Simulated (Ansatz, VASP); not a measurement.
## Two plane-wave programs on Ni

The input INCAR:

```
ALGO = Normal
EDIFF = 1E-6
ENCUT = 520
GGA = PE
ISIF = 2
ISMEAR = 0
LASPH = True
LCHARG = True
LELF = True
LREAL = False
LVHAR = True
LWAVE = False
NBANDS = 11
NELM = 100
PREC = Accurate
SIGMA = 0.15
```

File KPOINTS:

```
k-points
0
Gamma
  24 24 24
```

Contents of POSCAR:

```
Ni
1.0
    0.0000000000      1.7936504678      1.7936504678
    1.7936504678      0.0000000000      1.7936504678
    1.7936504678      1.7936504678      0.0000000000
Ni
1
Direct
    0.0000000000      0.0000000000      0.0000000000
```

Input for Ansatz:

```yaml
crystal:
  lattice:
    - [0.0, 1.7936504678, 1.7936504678]
    - [1.7936504678, 0.0, 1.7936504678]
    - [1.7936504678, 1.7936504678, 0.0]
  atoms:
    - { symbol: Ni, position: [0.0, 0.0, 0.0] }
basis:
  ecutwfc: 520.0
kpoints:
  mp_grid: { grid: [24, 24, 24] }
hamiltonian:
  xc: pbe
  pseudopotentials: { kind: paw, azcp: { folder: soft_1 } }
scf:
  occupations: { method: gaussian, width: 0.15 }
  lower_state_search: "off"
output:
  forces: true
  stress: true
  eigenvalues: true
```

Alike in both runs: task single point; functional PBE; k mesh 24 × 24 × 24; occupations gaussian, width 0.15 eV; no spin polarisation.

```csv
,VASP,Ansatz
version,VASP 6.6.1,Ansatz 0.2.0
potentials or method,"VASP PAW PBE potentials, release 64 (Ni), cutoff 520 eV","scalar-relativistic, plane waves, PAW"
valence electrons in the cell,10,18
```

```csv
,VASP,Ansatz,Ansatz less VASP
gap on the k mesh at the Fermi level (eV),none,none,-
pressure (GPa),-10.7,-10.9,-0.19
```

A gap of «none» marks a metal or a gap that the smearing closes. VASP's potentials hold 10 valence electrons a cell and Ansatz's 18, so a difference there can come from the potentials and not from the codes.
